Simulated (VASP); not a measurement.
# Pb (P-1) in VASP: single point with PBE

Aim: the single point of Pb with PBE.

Program: VASP 6.6.1. These are calculated values, not measurements. Logs are shortened: lines on timing, memory, paths and dates and some standing lists are left out, and cuts for length are marked.

### 1 The cell of the first run

The typed cell holds 1 atom: a = 3.247 Å, b = 3.302 Å, c = 3.287 Å, α = 107.34°, β = 106.41°, γ = 110.57°.

### 2 Single point, PBE (the cell strained at random)

Contents of INCAR:

```
PREC     = Accurate       # precision mode
ENCUT    = 520            # plane-wave cutoff, eV
EDIFF    = 1E-6           # SCF threshold, eV
ISMEAR   = 0              # smearing method
SIGMA    = 0.1            # smearing width, eV
LREAL    = F              # projectors in reciprocal space
LASPH    = T              # aspherical terms in the spheres
NELM     = 60             # most SCF steps
ALGO     = Fast           # electronic algorithm
ISIF     = 2              # what is computed and relaxed
LWAVE    = F              # write WAVECAR
LCHARG   = F              # write CHGCAR
GGA      = PE             # functional
NBANDS   = 13             # bands
```

Contents of KPOINTS:

```
regular mesh
0
Gamma
  14 14 14
```

Contents of POSCAR:

```
Pb
1.0
   -1.8427661077      1.9399277992      1.8401529570
    1.9578239217     -1.8723026284      1.8875856003
    1.9422637975      1.9718003182     -1.7725277862
Pb
1
Direct
    0.0000000000      0.0000000000      0.0000000000
```

Potentials or basis: VASP PAW PBE potentials, release 64 (Pb_d).

Run with:

```sh
cat potpaw_PBE.64/Pb_d/POTCAR > POTCAR
mpirun -np 1 vasp_std > vasp.out
```

OUTCAR:

```text
PREC = Accurate
   ENCUT = 520
   EDIFF = 1E-6
   ISMEAR = 0
   LREAL = F
   LASPH = T
   NELM = 60
   ISIF = 2
   GGA = PE

 ion  position               nearest neighbor table
   1  0.000  0.000  0.000-

  LATTYP: Found a triclinic cell.
 ALAT       =     9.1947664311
 B/A-ratio  =     0.3531735283
 C/A-ratio  =     0.6047192740
 COS(alpha) =     0.0001902250
 COS(beta)  =     0.3154032473
 COS(gamma) =     0.9334911790

  Lattice vectors:

 A1 = (  -7.5856199346,   3.7803579086,   3.5652480999)
 A2 = (  -1.8427661077,   1.9399277992,   1.8401529570)
 A3 = (  -4.0151455332,  -0.1671228606,  -3.8427963714)

Analysis of symmetry for initial positions (statically):
=====================================================================
 Subroutine PRICEL returns:
 Original cell was already a primitive cell.

 Routine SETGRP: Setting up the symmetry group for a
 triclinic supercell.

 Subroutine GETGRP returns: Found  2 space group operations
 (whereof  2 operations were pure point group operations)
 out of a pool of  2 trial point group operations.

The static configuration has the point symmetry S_2 .

Analysis of symmetry for dynamics (positions and initial velocities):
=====================================================================
 Subroutine PRICEL returns:
 Original cell was already a primitive cell.

 Routine SETGRP: Setting up the symmetry group for a
 triclinic supercell.

 Subroutine GETGRP returns: Found  2 space group operations
 (whereof  2 operations were pure point group operations)
 out of a pool of  2 trial point group operations.

The dynamic configuration has the point symmetry S_2 .

 Subroutine INISYM returns: Found  2 space group operations
 (whereof  2 operations are pure point group operations),
 and found     1 'primitive' translations

----------------------------------------------------------------------------------------

                                     Primitive cell

  volume of cell :      28.3829

  direct lattice vectors                    reciprocal lattice vectors
    -1.842766108  1.939927799  1.840152957    -0.014206937  0.251436517  0.264136330
     1.957823922 -1.872302628  1.887585600     0.248987984 -0.010841345  0.260770738
     1.942263798  1.971800318 -1.772527786     0.250401262  0.249484204 -0.012254624

  length of vectors
     3.247348103  3.301752722  3.286676118     0.364952271  0.360713084  0.353685363

  position of ions in fractional coordinates (direct lattice)
     0.000000000  0.000000000  0.000000000

  ion indices of the primitive-cell ions
   primitive index   ion index
                 1           1

----------------------------------------------------------------------------------------

 KPOINTS: regular mesh

Automatic generation of k-mesh.
 Grid dimensions read from file:
 generate k-points for:   14   14   14

 Generating k-lattice:

  Cartesian coordinates                     Fractional coordinates (reciprocal lattice)
    -0.001014781  0.017959751  0.018866881     0.071428571 -0.000000000  0.000000000
     0.017784856 -0.000774382  0.018626481    -0.000000000  0.071428571  0.000000000
     0.017885804  0.017820300 -0.000875330     0.000000000  0.000000000  0.071428571

  Length of vectors
     0.026068019  0.025765220  0.025263240

  Shift w.r.t. Gamma in fractional coordinates (k-lattice)
     0.000000000  0.000000000  0.000000000

 Subroutine IBZKPT returns following result:
 ===========================================

 Found   1376 irreducible k-points:

 Following reciprocal coordinates:
            Coordinates               Weight
  0.000000  0.000000  0.000000      1.000000
  0.071429 -0.000000  0.000000      2.000000
  0.142857 -0.000000  0.000000      2.000000
  0.214286 -0.000000  0.000000      2.000000
  0.285714 -0.000000  0.000000      2.000000
  0.357143 -0.000000  0.000000      2.000000
[... 16 lines left out ...]
  0.000000  0.142857 -0.000000      2.000000
  0.071429  0.142857 -0.000000      2.000000
 [... further k-points ...]
   k-points           NKPTS =   1376   k-points in BZ     NKDIM =   1376   number of bands    NBANDS=     13
   number of dos      NEDOS =    301   number of ions     NIONS =      1
   total plane-waves  NPLWV =  16128
   dimension x,y,z NGX =    24 NGY =   28 NGZ =   24
   dimension x,y,z NGXF=    48 NGYF=   56 NGZF=   48
   ions per type =               1
   NGX,Y,Z   is equivalent  to a cutoff of  12.29, 14.10, 12.14 a.u.
   NGXF,Y,Z  is equivalent  to a cutoff of  24.57, 28.20, 24.28 a.u.
 SYSTEM =  unknown system
   PREC   = accura    normal or accurate (medium, high low for compatibility)
   ISTART =      0    job   : 0-new  1-cont  2-samecut
   ICHARG =      2    charge: 1-file 2-atom 10-const
   ISPIN  =      1    spin polarized calculation?
   LNONCOLLINEAR =      F non collinear calculations
   LSORBIT =      F    spin-orbit coupling
   LASPH  =      T    aspherical Exc in radial PAW
   ENCUT  =  520.0 eV  38.22 Ry    6.18 a.u.   6.04  6.14  6.11*2*pi/ulx,y,z
   NELM   =     60;   NELMIN=  2; NELMDL= -5     # of ELM steps
   EDIFF  = 0.1E-05   stopping-criterion for ELM
   LREAL  =      F    real-space projection
   EDIFFG = 0.1E-04   stopping-criterion for IOM
   NSW    =      0    number of steps for IOM
   IBRION =     -1    ionic relax: 0-MD 1-quasi-New 2-CG
   NFREE  =      0    steps in history (QN), initial steepest desc. (CG)
   ISIF   =      2    stress and relaxation
   ISYM   =      2    0-nonsym 1-usesym 2-fastsym
   POTIM  = 0.5000    time-step for ionic-motion
   TEBEG  =    0.0;   TEEND  =   0.0 temperature during run
   PSTRESS=    0.0 pullay stress
   NELECT =      14.0000    total number of electrons
   NUPDOWN=      -1.0000    fix difference up-down
   EMIN   =  10.00;   EMAX   =-10.00  energy-range for DOS
   EFERMI =   0.00;   METHOD = LEGACY
   ISMEAR =     0;   SIGMA  =   0.10  broadening in eV -4-tet -1-fermi 0-gaus
   EFERMI_NEDOS =   21; number of points for ismear=-14 and -15
   IALGO  =     68    algorithm
   IMIX   =      4    mixing-type and parameters
     AMIX     =   0.40;   BMIX     =  1.00
     AMIX_MAG =   1.60;   BMIX_MAG =  1.00
  volume/ion in A,a.u.               =      28.38       191.54
  Fermi-wavevector in a.u.,A,eV,Ry     =   1.293497  2.444355 22.764382  1.673135
  Thomas-Fermi vector in A             =   2.425139
   LORBIT       =      0    0 simple, 1 ext, 2 COOP (PROOUT), +10 PAW based schemes
   GGA     = PE    functional components
   LHFCALC =     F    Hartree Fock is set to
   AEXX    =    0.0000 exact exchange contribution
   IVDW    =     0    specifies the selected vdW correction
   LEPSILON=     F    determine dielectric tensor
   LRPA    =     F    only Hartree local field effects (RPA)
 non-spin polarized calculation
 RMM-DIIS sequential band-by-band and
 Gauss-broadening in eV      SIGMA  =   0.10
  energy-cutoff  :      520.00
  volume of cell :       28.38
 maximum number of plane-waves:       784
   NGX = 13   NGY = 13   NGZ = 13

 number of electron      14.0000002 magnetization

 Free energy of the ion-electron system (eV)
  ---------------------------------------------------
  ext. energy  EPLUGINS =         0.00000000
  ---------------------------------------------------
  free energy    TOTEN  =        -3.44842604 eV

  energy without entropy =       -3.44577040  energy(sigma->0) =       -3.44709822

 E-fermi :   8.0457     XC(G=0): -10.5063

 val. band max:        8.0423129685   @ k =   0.3571  -0.4286   0.4286
 cond. band min:       8.0466170634   @ k =   0.0714   0.2143   0.0714
 fundamental gap:      0.0043040949
 Fermi energy:         8.0456792016

 k-point     1 :       0.0000    0.0000    0.0000
  band No.  band energies     occupation
      1      -9.2289      2.00000
      2      -9.1872      2.00000
      3      -9.0592      2.00000
      4      -8.8801      2.00000
      5      -8.8367      2.00000
      6      -4.1899      2.00000
      7      15.3461      0.00000
      8      16.2943      0.00000
      9      16.6247      0.00000
     10      19.2074      0.00000
     11      19.4115      0.00000
     12      20.0824      0.00000
     13      20.1623      0.00000

 k-point     2 :       0.0714   -0.0000    0.0000
  band No.  band energies     occupation
      1      -9.2178      2.00000
      2      -9.1860      2.00000
      3      -9.0511      2.00000
      4      -8.8800      2.00000
      5      -8.8411      2.00000
      6      -4.0810      2.00000
      7      14.6525      0.00000
      8      15.7535      0.00000
      9      16.0493      0.00000
     10      18.7480      0.00000
     11      19.3046      0.00000
     12      19.9179      0.00000
     13      20.6132      0.00000

 k-point     3 :       0.1429   -0.0000    0.0000
  band No.  band energies     occupation
      1      -9.2157      2.00000
      2      -9.1621      2.00000
      3      -9.0226      2.00000
      4      -8.8794      2.00000
      5      -8.8517      2.00000
      6      -3.7530      2.00000
      7      12.6144      0.00000
      8      14.7706      0.00000
      9      15.4684      0.00000
     10      17.9891      0.00000
     11      18.8445      0.00000
     12      19.9713      0.00000
     13      21.6793      0.00000
[... 305 lines left out ...]
 k-point    23 :       0.0000    0.1429   -0.0000
  band No.  band energies     occupation
      1      -9.2448      2.00000
      2      -9.1532      2.00000
      3      -9.0151      2.00000
      4      -8.8742      2.00000
      5      -8.8477      2.00000
      6      -3.7644      2.00000
      7      12.3346      0.00000
      8      14.7886      0.00000
      9      15.6723      0.00000
     10      18.0377      0.00000
     11      18.6660      0.00000
     12      20.4189      0.00000
     13      21.7377      0.00000

 k-point    24 :       0.0714    0.1429   -0.0000
  band No.  band energies     occupation
      1      -9.2398      2.00000
      2      -9.1633      2.00000
      3      -8.9788      2.00000
      4      -8.8593      2.00000
      5      -8.8584      2.00000
      6      -3.4533      2.00000
      7      11.1191      0.00000
      8      13.7331      0.00000
      9      14.5464      0.00000
     10      18.3633      0.00000
     11      19.2538      0.00000
     12      20.0776      0.00000
     13      22.9020      0.00000

 [... further k-points ...]

------------------------ aborting loop because EDIFF is reached ----------------------------------------

  FORCE on cell =-STRESS in cart. coord.  units (eV):
  Direction    XX          YY          ZZ          XY          YZ          ZX
  --------------------------------------------------------------------------------------
  -------------------------------------------------------------------------------------
  Total        1.1723774      1.2032432      0.9930577     -0.2502434     -0.1199227     -0.2427378
  in kB       66.1792629     67.9215987     56.0568853    -14.1259296     -6.7694878    -13.7022507
  external PRESSURE =      63.3859156 kB  Pullay stress =       0.0000000 kB

 VOLUME and BASIS-vectors are now :
 -----------------------------------------------------------------------------
  energy-cutoff  :      520.00
  volume of cell :       28.38
      direct lattice vectors                 reciprocal lattice vectors
    -1.842766108  1.939927799  1.840152957    -0.014206937  0.251436517  0.264136330
     1.957823922 -1.872302628  1.887585600     0.248987984 -0.010841345  0.260770738
     1.942263798  1.971800318 -1.772527786     0.250401262  0.249484204 -0.012254624

 POSITION                                       TOTAL-FORCE (eV/Angst)
 -----------------------------------------------------------------------------------
      0.00000      0.00000      0.00000         0.000000      0.000000      0.000000
 -----------------------------------------------------------------------------------
    total drift:                               -0.000000      0.000000      0.000000

  FREE ENERGIE OF THE ION-ELECTRON SYSTEM (eV)
  ---------------------------------------------------
  free  energy   TOTEN  =        -3.4484260407 eV

  energy  without entropy=       -3.4457703985  energy(sigma->0) =       -3.44709822
```

It took 4 min on 1 thread of AMD EPYC 9R45 (Zen 5), shared host; peak memory 0.5 GiB.

Results:

- Free energy: -3.4484 eV
- Pressure: 6.3 GPa
- Band gap on the k mesh: zero (bands 7 and 8 overlap by 9.48 eV)

Stress tensor (GPa, compression positive):
```
 6.62 -1.41 -1.37
-1.41  6.79 -0.68
-1.37 -0.68  5.61
```

Caveat: the cell differs from its parent crystal (the cell strained at random); the cell stands under pressure; spin-orbit coupling is left out, which moves the levels of the heavy elements.
